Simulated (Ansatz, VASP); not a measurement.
# Two plane-wave programs on Ta2P3Au

```xyz
6
Lattice="4.1110 0.0000 0.0000 -2.0555 3.5603 0.0000 0.0000 0.0000 6.6956" Properties=species:S:1:pos:R:3 pbc="T T T"
Ta    2.0555    1.1868    2.0307
Ta    2.0555    1.1868    4.6649
P     0.0000    0.0000    3.3478
P     0.0000    2.3735    0.0000
P     0.0000    2.3735    3.3478
Au    0.0000    0.0000    0.0000
```

Change from the starting cell: species swapped into the Eu2Si3Au type (P-6m2, No. 187).

Alike in both runs: functional PBE; k mesh 6 × 6 × 4; occupations gaussian, width 0.1 eV; no spin polarisation.

Ansatz relaxed the structure, and its values are those at the end. VASP's run is a single point on that final structure, the one shown.

|  | VASP | Ansatz |
| --- | --- | --- |
| version | VASP 6.6.1 | Ansatz 0.2.0 |
| potentials or method | VASP PAW PBE potentials, release 64 (Ta_pv, P, Au), cutoff 520 eV | scalar-relativistic, plane waves, PAW |
| valence electrons in the cell | 48 | 60 |

|  | VASP | Ansatz | Ansatz less VASP |
| --- | --- | --- | --- |
| gap on the k mesh at the Fermi level (eV) | none | none | - |
| pressure (GPa) | 0.0 | 0.1 | +0.10 |
| rms of the force components (eV/Å) | 0.011 | 0.010 | -0.0006 |

A gap of «none» marks a metal or a gap that the smearing closes. The functional is the same, so the differences come from potentials, cutoffs and numerics. VASP's potentials hold 48 valence electrons a cell and Ansatz's 60, so a difference there can come from the potentials and not from the codes.

Neither program's run includes spin-orbit coupling.
